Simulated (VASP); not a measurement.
A run of VASP 6.6.1 is set up as follows.

File INCAR:

```
SYSTEM = C
ALGO = Normal
EDIFF = 1E-7
ENCUT = 520
GGA = PE
ISIF = 2
ISMEAR = -1
LASPH = .TRUE.
LCHARG = .TRUE.
LELF = .TRUE.
LREAL = .FALSE.
LVHAR = .TRUE.
LWAVE = .FALSE.
NBANDS = 16
NELM = 80
PREC = Accurate
SIGMA = 0.2
```

File KPOINTS:

```
k-points
0
G
  18 18 6
  0 0 0
```

The input POSCAR:

```
C
1.0
    1.2280479700     -2.1270618200      0.0000000000
    1.2280479700      2.1270618200      0.0000000000
    0.0000000000      0.0000000000      7.1732677600
C
4
Direct
    0.0833794600      0.9166205400      0.7531376000
    0.5833794600      0.4166205400      0.2468624000
    0.9166205400      0.0833794600      0.2468624000
    0.4166205400      0.5833794600      0.7531376000
```

Potentials or basis: VASP PAW PBE potentials, release 64 (C).

Command:

```bash
$ cat potpaw_PBE.64/C/POTCAR > POTCAR
$ mpirun -np 1 vasp_std > vasp.out
```

(1) What does it give for the largest force?

(2) What does it give for the pressure?

Answers

(1) 0.024 eV/Å.

(2) 4.2 GPa.

Caveat: the cell stands under pressure; this functional lacks dispersion, which binds layers or chains, so the pressure and a relaxed spacing across them are unreliable.
